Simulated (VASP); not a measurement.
Wanted: the native input for a VASP 6.6.1 run.

```yaml
Task: single point
Functional: r2SCAN
Potentials_or_basis: VASP PAW PBE potentials, release 64 (Li_sv, Mg, Si, Te)
Cutoff: 520 eV
k_mesh: 6 × 6 × 6
Occupations: gaussian, width 0.01 eV
Spin: no spin polarisation
Dipole_correction: no
Further_INCAR_settings: ALGO = Normal; EDIFF = 1e-06; NBANDS = 28
```

Crystal: Li2MgSiTe4.

```
CELL_PARAMETERS angstrom
-3.15032 3.15032 5.85023
3.15032 -3.15032 5.85023
3.15032 3.15032 -5.85023
ATOMIC_POSITIONS crystal
Li 0.00000 0.00000 0.00000
Li 0.75000 0.25000 0.50000
Mg 0.25000 0.75000 0.50000
Si 0.50000 0.50000 0.00000
Te 0.14780 0.60459 0.99246
Te 0.39541 0.38787 0.54321
Te 0.61213 0.15534 0.00754
Te 0.84466 0.85220 0.45679
```

These files were run (other wordings do the same):

POSCAR

```
Li2MgSiTe4
1.0
   -3.1503194592      3.1503194592      5.8502345807
    3.1503194592     -3.1503194592      5.8502345807
    3.1503194592      3.1503194592     -5.8502345807
Li Mg Si Te
2 1 1 4
Direct
    0.0000000000      0.0000000000      0.0000000000
    0.7500000000      0.2500000000      0.5000000000
    0.2500000000      0.7500000000      0.5000000000
    0.5000000000      0.5000000000      0.0000000000
    0.1477977590      0.6045858564      0.9924590126
    0.3954141436      0.3878731562      0.5432119026
    0.6121268438      0.1553387465      0.0075409874
    0.8446612535      0.8522022410      0.4567880974
```

INCAR.step1

```
PREC = Accurate
ENCUT = 520
ISMEAR = 0
SIGMA = 0.01
LREAL = False
LASPH = True
NELM = 60
NBANDS = 28
GGA = PE
ALGO = Normal
EDIFF = 1E-4
LWAVE = True
LCHARG = False
```

INCAR.step2

```
PREC = Accurate
ENCUT = 520
EDIFF = 1E-6
ISMEAR = 0
SIGMA = 0.01
LREAL = False
LASPH = True
NELM = 60
ALGO = Normal
ISIF = 2
LWAVE = False
LCHARG = False
METAGGA = R2SCAN
LMIXTAU = True
NBANDS = 28
ISTART = 1
```

KPOINTS

```
regular mesh
0
Gamma
  6 6 6
```

Potentials or basis: VASP PAW PBE potentials, release 64 (Li_sv, Mg, Si, Te).

The run is started by

```sh
$ cat potpaw_PBE.64/Li_sv/POTCAR potpaw_PBE.64/Mg/POTCAR potpaw_PBE.64/Si/POTCAR potpaw_PBE.64/Te/POTCAR > POTCAR
$ cp INCAR.step1 INCAR
$ mpirun -np 1 vasp_std > vasp.out
$ cp INCAR.step2 INCAR
$ mpirun -np 1 vasp_std > vasp.out
```

Results of the run:

```yaml
Largest_force: 0.382 eV/Å
Band_gap_on_the_k_mesh: 2.23 eV (least direct gap 2.37 eV)
```

Caveat: the PAW data sets were made with another functional, which shifts forces and pressure a little; spin-orbit coupling is left out, which moves the levels of the heavy elements.

It took 20 min on 1 thread of Oxide Virtual Turin-like Processor, on a shared host, peak memory 0.59 GiB.
